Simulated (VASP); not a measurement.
# Bi in VASP: further runs, part 2 of 2

VASP 6.6.1.

**3. Single point, PBE**

Input file INCAR:

```
PREC     = Accurate       # precision mode
ENCUT    = 520            # plane-wave cutoff, eV
EDIFF    = 1E-6           # SCF threshold, eV
ISMEAR   = 0              # smearing method
SIGMA    = 0.02           # smearing width, eV
LREAL    = False          # projectors in reciprocal space
LASPH    = True           # aspherical terms in the spheres
NELM     = 60             # most SCF steps
ALGO     = Normal         # electronic algorithm
ISIF     = 2              # what is computed and relaxed
LWAVE    = False          # write WAVECAR
LCHARG   = False          # write CHGCAR
LDIPOL   = True         
IDIPOL   = 3            
DIPOL    = 0.5 0.5 0.500
GGA      = PE             # functional
NBANDS   = 22             # bands
```

Input file KPOINTS:

```
Automatic mesh
0
Gamma
  9 9 1
```

Input file POSCAR:

```
Bi
1.0
    4.4890000000      0.0000000000      0.0000000000
   -2.2445000000      3.8875880376      0.0000000000
    0.0000000000      0.0000000000     28.0000000000
Bi
2
Direct
    0.3333333333      0.6666666667      0.5198035714
    0.6666666667      0.3333333333      0.4801964286
```

Potentials or basis: VASP PAW PBE potentials, release 64 (Bi_d).

Started as:

```bash
cat potpaw_PBE.64/Bi_d/POTCAR > POTCAR
mpirun -np 1 vasp_std > vasp.out
```

Run time: 3.5 min. Hardware: 1 thread of Intel Xeon Platinum 8488C (Sapphire Rapids), shared host; peak memory 0.58 GiB.

It converged, with:

```yaml
Free_energy: -6.4978 eV
Largest_force: 3.185 eV/Å
```

Forces in eV/Å, atoms in the order of the input:
```
Bi   0.000  0.000  3.185
Bi   0.000  0.000 -3.185
```

Levels at points of the mesh, in eV from the Fermi level:
```
           k point  band 11  band 12  band 13  band 14  band 15  band 16  band 17  band 18  band 19  band 20
(0.00, 0.00, 0.00)   -13.82    -7.93    -1.92    -1.92    -1.59     0.15     1.77     1.77     3.46     3.53
```

Caveat: spin-orbit coupling is left out, which moves the levels of the heavy elements.

**4. Single point, PBE**

Changes to INCAR since step 3:

```diff
@@ -7,3 +7,3 @@
 LASPH    = True           # aspherical terms in the spheres
-NELM     = 60             # most SCF steps
+NELM     = 100            # most SCF steps
 ALGO     = Normal         # electronic algorithm
@@ -11,3 +11,3 @@
 LWAVE    = False          # write WAVECAR
-LCHARG   = False          # write CHGCAR
+LCHARG   = True           # write CHGCAR
 LDIPOL   = True         
@@ -16,2 +16,5 @@
 GGA      = PE             # functional
+LELF     = True           # ELF
+LVHAR    = True         
+LVACPOTAV= True         
 NBANDS   = 22             # bands
```

Input file KPOINTS:

```
regular mesh
0
Gamma
  9 9 1
```

Input file POSCAR:

```
Bi
1.0
    4.4890000000      0.0000000000      0.0000000000
   -2.2445000000      3.8875880376      0.0000000000
    0.0000000000      0.0000000000     28.0000000000
Bi
2
Direct
    0.3333333333      0.6666666667      0.5330178571
    0.6666666667      0.3333333333      0.4669821429
```

Potentials or basis: VASP PAW PBE potentials, release 64 (Bi_d).

Started as:

```bash
cat potpaw_PBE.64/Bi_d/POTCAR > POTCAR
mpirun -np 1 vasp_std > vasp.out
```

OUTCAR:

```text
PREC = Accurate
   ENCUT = 520
   EDIFF = 1E-6
   ISMEAR = 0
   LREAL = False
   LASPH = True
   NELM = 100
   ISIF = 2
   GGA = PE

 ion  position               nearest neighbor table
   1  0.333  0.667  0.533-   2 3.18   2 3.18   2 3.18
   2  0.667  0.333  0.467-   1 3.18   1 3.18   1 3.18

  LATTYP: Found a hexagonal cell.
 ALAT       =     4.4890000000
 C/A-ratio  =     6.2374693696

  Lattice vectors:

 A1 = (   4.4890000000,   0.0000000000,   0.0000000000)
 A2 = (  -2.2445000000,   3.8875880376,   0.0000000000)
 A3 = (   0.0000000000,   0.0000000000,  28.0000000000)

Analysis of symmetry for initial positions (statically):
[... 473 lines left out ...]
  Direction    XX          YY          ZZ          XY          YZ          ZX
  --------------------------------------------------------------------------------------
  -------------------------------------------------------------------------------------
  Total       -1.8718122     -1.8718122     -2.1064402      0.0000000      0.0000000     -0.0000000
  in kB       -6.1374078     -6.1374078     -6.9067200      0.0000000      0.0000000     -0.0000000
  external PRESSURE =      -6.3938452 kB  Pullay stress =       0.0000000 kB

 VOLUME and BASIS-vectors are now :
 -----------------------------------------------------------------------------
  energy-cutoff  :      520.00
  volume of cell :      488.64
      direct lattice vectors                 reciprocal lattice vectors
     4.489000000  0.000000000  0.000000000     0.222766763  0.128614451  0.000000000
    -2.244500000  3.887588038  0.000000000     0.000000000  0.257228901  0.000000000
     0.000000000  0.000000000 28.000000000     0.000000000  0.000000000  0.035714286

 POSITION                                       TOTAL-FORCE (eV/Angst)
 -----------------------------------------------------------------------------------
     -0.00000      2.59173     14.92450        -0.000000     -0.000000     -1.121562
      2.24450      1.29586     13.07550         0.000000      0.000000      1.121562
 -----------------------------------------------------------------------------------
    total drift:                                0.000000     -0.000000     -0.000000

  FREE ENERGIE OF THE ION-ELECTRON SYSTEM (eV)
  ---------------------------------------------------
  free  energy   TOTEN  =        -7.4131703144 eV

  energy  without entropy=       -7.4131703144  energy(sigma->0) =       -7.41317031

 vacuum level on the upper side and lower side of the slab         1.475         1.475
```

OSZICAR:

```text
N       E                     dE             d eps       ncg     rms          rms(c)
DAV:   1     0.205230430559E+03    0.20523E+03   -0.13104E+04   720   0.973E+02
DAV:   2     0.842449780784E+01   -0.19681E+03   -0.19350E+03   620   0.269E+02
DAV:   3    -0.692660930825E+01   -0.15351E+02   -0.15294E+02   606   0.925E+01
[... 12 lines left out ...]
DAV:  16    -0.741314166966E+01   -0.20320E-04   -0.22148E-06   476   0.487E-03    0.632E-04
DAV:  17    -0.741316120993E+01   -0.19540E-04   -0.78236E-07   480   0.251E-03    0.351E-04
DAV:  18    -0.741316550696E+01   -0.42970E-05   -0.87468E-08   452   0.171E-03    0.224E-04
DAV:  19    -0.741316980185E+01   -0.42949E-05   -0.14785E-07   452   0.104E-03    0.125E-04
DAV:  20    -0.741317031442E+01   -0.51257E-06   -0.24151E-09   414   0.527E-04
   1 F= -.74131703E+01 E0= -.74131703E+01  d E =-.144601E-17
```

stdout:

```text
POSCAR found type information on POSCAR Bi
 POSCAR found :  1 types and       2 ions
 scaLAPACK will be used
 LDA part: xc-table for (Slater+PW92), standard interpolation
 POSCAR, INCAR and KPOINTS ok, starting setup
 FFT: planning ... GRIDC
 FFT: planning ... GRID_SOFT
 FFT: planning ... GRID
 WAVECAR not read
 entering main loop
 -----------------------------------------------------------------------------
|                                                                             |
|           W    W    AA    RRRRR   N    N  II  N    N   GGGG   !!!           |
|           W    W   A  A   R    R  NN   N  II  NN   N  G    G  !!!           |
|           W    W  A    A  R    R  N N  N  II  N N  N  G       !!!           |
|           W WW W  AAAAAA  RRRRR   N  N N  II  N  N N  G  GGG   !            |
|           WW  WW  A    A  R   R   N   NN  II  N   NN  G    G                |
|           W    W  A    A  R    R  N    N  II  N    N   GGGG   !!!           |
|                                                                             |
|     Did not find any points to average over, which means that no vacuum     |
|     field-free region was found. Please increase the size of  your cell     |
|     in the dimension of the dipole correction to obtain accurate            |
|     workfunction values.                                                    |
|                                                                             |
 -----------------------------------------------------------------------------
```

It took 3 min on 1 thread of Intel Xeon Platinum 8488C (Sapphire Rapids), shared host; peak memory 0.58 GiB.

Results:

* Free energy: -7.4132 eV
* Largest force: 1.122 eV/Å

Forces in eV/Å, atoms in the order of the input:
```
Bi   0.000  0.000 -1.122
Bi   0.000  0.000  1.122
```

Caveat: spin-orbit coupling is left out, which moves the levels of the heavy elements.

**5. The runs side by side**

```tsv
cell	largest force (eV/Å)
as given, atomic positions A	2.53
as given, atomic positions B	3.18
as given, atomic positions C	1.12
```

Alike in all rows: task single point; level PBE; potentials or basis VASP PAW PBE potentials, release 64 (Bi_d); no spin polarisation; k mesh 9 × 9 × 1; cutoff (eV) 520; smearing gaussian 0.02 eV.

Caveats: spin-orbit coupling is left out, which moves the levels of the heavy elements.

Total energies depend on the potentials used, so only differences within one code and one set of settings carry meaning.
